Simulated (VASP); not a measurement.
**SrTl: electric field gradients with LDA**

The system is SrTl.

```
Sr Tl
1.0
     4.03200    0.00000    0.00000
     0.00000    4.03200    0.00000
     0.00000    0.00000    4.11264
Sr Tl
1 1
Direct
  0.00000 0.00000 0.00000
  0.50000 0.50000 0.50000
```

This cell differs from its parent crystal: zz strain of +2 %.

```
Program                : VASP 6.6.1
Task                   : electric field gradients
Functional             : LDA
Potentials or basis    : VASP PAW LDA potentials, release 64 (Sr_sv, Tl_d)
Cutoff                 : 520 eV
k mesh                 : 8 × 8 × 8
Occupations            : fermi-dirac, width 0.05 eV
Spin                   : no spin polarisation
Dipole correction      : no
Further INCAR settings : ALGO = Normal; EDIFF = 1e-08; NBANDS = 18
```

* Pressure: -2.3 GPa
* Band gap on the k mesh: zero (an odd number of electrons rules out a gap without spin polarisation)
* Largest electric field gradient by atom: Sr -1.6; Tl -21.8 V/Å²

Stress tensor (GPa, compression positive):
```
-2.17  0.00  0.00
 0.00 -2.17  0.00
 0.00  0.00 -2.51
```

Levels at points of the mesh, in eV from the Fermi level:
| k point | band 8 | band 9 | band 10 | band 11 | band 12 | band 13 | band 14 | band 15 |
| --- | --- | --- | --- | --- | --- | --- | --- | --- |
| (0.00, 0.00, 0.00) | -11.30 | -11.30 | -7.83 | 1.22 | 1.24 | 2.63 | 2.93 | 2.93 |
| (0.50, 0.00, 0.00) | -11.29 | -11.26 | -6.33 | -2.92 | 1.42 | 1.61 | 1.68 | 4.93 |
| (0.50, 0.50, 0.00) | -11.33 | -11.17 | -5.89 | -0.76 | -0.76 | 0.99 | 3.55 | 3.55 |
| (0.00, 0.00, 0.50) | -11.29 | -11.27 | -6.42 | -2.96 | 1.56 | 1.65 | 1.65 | 5.01 |
| (0.50, 0.00, 0.50) | -11.34 | -11.18 | -5.99 | -0.84 | -0.76 | 0.89 | 3.66 | 3.74 |
| (0.50, 0.50, 0.50) | -11.18 | -11.17 | -4.74 | -1.40 | -1.40 | -1.39 | 4.31 | 4.34 |

Electric field gradients, principal values (V/Å²):
```tsv
atom	least	middle	greatest (by size)
1 Sr	0.822	0.822	-1.643
2 Tl	10.900	10.900	-21.799
```

It took 53 s on 1 thread of Intel(R) Xeon(R) Platinum 8375C CPU @ 2.90GHz (Ice Lake) (shared host), peak memory 0.22 GiB.

Caveat: the cell differs from its parent crystal (zz strain of +2 %); without QUAD_EFG the Cq values of the log hold for a quadrupole moment of 1 mb, not for the nuclei; spin-orbit coupling is left out, which moves the levels of the heavy elements.
